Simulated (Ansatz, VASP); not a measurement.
## One calculation of Pb2Se, two programs

```
Pb Se
1.0
     5.91038    0.00000    0.00000
     0.00000    5.91038    0.00000
     0.00000    0.00000    5.91038
Pb Se
4 2
Direct
  0.25000 0.25000 0.25000
  0.75000 0.75000 0.25000
  0.25000 0.75000 0.75000
  0.75000 0.25000 0.75000
  0.00000 0.00000 0.00000
  0.50000 0.50000 0.50000
```

Alike in both runs: task relaxation of cell and atoms; functional PBEsol; k mesh 4 × 4 × 4; occupations gaussian, width 0.1 eV; no spin polarisation.

```csv
,VASP,Ansatz
version,VASP 6.6.1,Ansatz 0.2.0
potentials or method,"VASP PAW PBE potentials, release 64 (Pb_d, Se), cutoff 600 eV","scalar-relativistic, plane waves, PAW"
valence electrons in the cell,68,88
```

|  | VASP | Ansatz | Ansatz less VASP |
| --- | --- | --- | --- |
| gap on the k mesh at the Fermi level, each at its own relaxed structure (eV) | none | none | - |
| relaxed volume (Å³/atom) | 43.83 | 43.82 | -0.008 |
| relaxed cell length with the largest relative difference (Å) | 6.407 | 6.406 | -0.0004 |

VASP's potentials were made for PBE, not for PBEsol. A gap of «none» marks a metal or a gap that the smearing closes. VASP's potentials hold 68 valence electrons a cell and Ansatz's 88, so a difference there can come from the potentials and not from the codes.

Spin-orbit coupling is off throughout. Noted on VASP's run: the volume moved by over 15 % at a fixed basis, so the end points are rough.
